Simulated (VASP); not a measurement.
Here is a VASP 6.6.1 calculation.

INCAR

```
PREC = Accurate
ENCUT = 520
EDIFF = 1E-7
ISMEAR = 0
SIGMA = 0.15
LREAL = False
LASPH = True
NELM = 150
ALGO = Normal
ISIF = 2
LWAVE = False
LCHARG = True
MAGMOM = 0 0 0
LORBIT = 11
LSORBIT = True
GGA_COMPAT = False
LORBMOM = True
LMAXMIX = 4
GGA = B5
ALDAX = 1.0
AGGAX = 1.0
AGGAC = 1.0
ALDAC = 0.0
IVDW = 13
VDW_S6 = 1.0
VDW_S8 = 2.34076671
VDW_A1 = 0.44488865
VDW_A2 = 4.0933009
LVHAR = True
NBANDS = 25
```

KPOINTS

```
regular mesh
0
Gamma
  8 8 8
```

POSCAR

```
Mo
1.0
    0.0000000000      1.9738660091      1.9738660091
    1.9738660091      0.0000000000      1.9738660091
    1.9738660091      1.9738660091      0.0000000000
Mo
1
Direct
    0.0000000000      0.0000000000      0.0000000000
```

Potentials or basis: VASP PAW PBE potentials, release 64 (Mo_sv).

Command:

```sh
$ cat potpaw_PBE.64/Mo_sv/POTCAR > POTCAR
$ mpirun -np 1 vasp_ncl > vasp.out
```

**Question.** Predict the net moment.

**Answer.** 0.00 μB per cell.

**Question.** Predict the pressure.

**Answer.** 8.7 GPa.

**Question.** What does it give for the dispersion energy per atom?

**Answer.** -1.184 eV.

Moments on the atoms (μB; x, y, z):
```
Mo  0.00 0.00 0.00
```

Caveat: the PAW data sets were made with another functional, which shifts forces and pressure a little.
